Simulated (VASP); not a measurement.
Input of a VASP 6.6.1 run:

INCAR

```
SYSTEM = Ta3TiN4
PREC = Accurate
ENCUT = 520
EDIFF = 1E-6
ISMEAR = 0
SIGMA = 0.1
LREAL = .False.
LASPH = .True.
NELM = 60
ALGO = Normal
ISIF = 2
LWAVE = .False.
LCHARG = .False.
GGA = PE
NBANDS = 42
```

The input KPOINTS:

```
regular mesh
0
Gamma
  12 12 4
  0 0 0
```

File POSCAR:

```
Ta3TiN4
1.0
    2.8116609875     -0.0000000276      0.0000000000
   -1.4058304699      2.4349698558      0.0000000000
    0.0000000000      0.0000000000     10.9721015506
Ti Ta N
1 3 4
Direct
    0.0000000000      0.0000000000      0.5000000000
    0.0000000000      0.0000000000      0.0000000000
    0.0000000000      0.0000000000      0.2557453958
    0.0000000000      0.0000000000      0.7442546042
    0.6666666667      0.3333333333      0.8726087764
    0.6666666667      0.3333333333      0.1273912236
    0.6666666667      0.3333333333      0.3806014389
    0.6666666667      0.3333333333      0.6193985611
```

Potentials or basis: VASP PAW PBE potentials, release 64 (Ti_sv, Ta_pv, N).

Command:

```console
$ cat potpaw_PBE.64/Ti_sv/POTCAR potpaw_PBE.64/Ta_pv/POTCAR potpaw_PBE.64/N/POTCAR > POTCAR
$ mpirun -np 1 vasp_std > vasp.out
```

Task: What does it give for the pressure?

Result: 53.2 GPa.

Task: What does it give for the band gap on the k mesh?

Result: Zero (an odd number of electrons rules out a gap without spin polarisation).

Forces in eV/Å, atoms in the order of the input:
```
Ti   0.000  0.000  0.000
Ta   0.000  0.000  0.000
Ta   0.000  0.000 -0.001
Ta   0.000  0.000  0.001
N    0.000  0.000 -0.002
N    0.000  0.000  0.002
N    0.000  0.000  0.042
N    0.000  0.000 -0.042
```

Caveat: the cell stands under pressure; spin-orbit coupling is left out, which moves the levels of the heavy elements.
